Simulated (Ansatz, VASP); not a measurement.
Lu2NF3 in VASP and in Ansatz

The input INCAR:

```
SYSTEM = Lu2NF3
PREC = Accurate
ENCUT = 600
EDIFF = 1E-7
ISMEAR = 0
SIGMA = 0.1
LREAL = .FALSE.
LASPH = .TRUE.
NELM = 60
ALGO = Normal
ISIF = 3
LWAVE = .FALSE.
LCHARG = .FALSE.
GGA = PE
IBRION = 2
NSW = 90
EDIFFG = -0.04
```

Contents of KPOINTS:

```
Automatic mesh
0
G
  6 6 4
  0 0 0
```

POSCAR

```
Lu2NF3
1.0
    3.3980294700      0.0000000000      0.0000000000
    0.0000000000      3.3980294700      0.0000000000
    0.0000000000      0.0000000000      7.4158836600
Lu N F
2 1 3
Direct
    0.5000000000      0.0000000000      0.7391800300
    0.0000000000      0.5000000000      0.2608199700
    0.5000000000      0.5000000000      0.0000000000
    0.5000000000      0.0000000000      0.3822810100
    0.0000000000      0.5000000000      0.6177189900
    0.0000000000      0.0000000000      0.0000000000
```

Input for Ansatz:

```yaml
crystal:
  lattice:
    - [3.39802947, 0.0, 0.0]
    - [0.0, 3.39802947, 0.0]
    - [0.0, 0.0, 7.41588366]
  atoms:
    - { symbol: Lu, position: [0.5, 0.0, 0.73918003] }
    - { symbol: Lu, position: [0.0, 0.5, 0.26081997] }
    - { symbol: "N", position: [0.5, 0.5, 0.0] }
    - { symbol: F, position: [0.5, 0.0, 0.38228101] }
    - { symbol: F, position: [0.0, 0.5, 0.61771899] }
    - { symbol: F, position: [0.0, 0.0, 0.0] }
basis:
  ecutwfc: 420
kpoints:
  mp_grid: { grid: [6, 6, 4] }
hamiltonian:
  xc: pbe
scf:
  occupations: { method: gaussian, width: 0.1 }
  lower_state_search: "off"
output:
  forces: true
  stress: true
  eigenvalues: true
relax:
  adjacent_minimum: "off"
  f_tol: 0.04
  max_steps: 70
  cell: { stress_tol: 0.4 }
```

Change from the starting cell: species swapped into the Hf2Sb3Pd type (P-4m2, No. 115).

Alike in both runs: task relaxation of cell and atoms; functional PBE; k mesh 6 × 6 × 4; occupations gaussian, width 0.1 eV; no spin polarisation.

|  | VASP | Ansatz |
| --- | --- | --- |
| version | VASP 6.6.1 | Ansatz 0.2.0 |
| potentials or method | VASP PAW PBE potentials, release 64 (Lu, N, F), cutoff 600 eV | scalar-relativistic, plane waves, PAW |
| valence electrons in the cell | 76 | 76 |

|  | VASP | Ansatz | Ansatz less VASP |
| --- | --- | --- | --- |
| gap on the k mesh at the Fermi level, each at its own relaxed structure (eV) | 1.52 | 1.56 | +0.037 |
| relaxed volume (Å³/atom) | 14.08 | 14.10 | +0.019 |
| relaxed cell length with the largest relative difference (Å) | 5.593 | 5.548 | -0.0451 |

Spin-orbit coupling is off throughout.
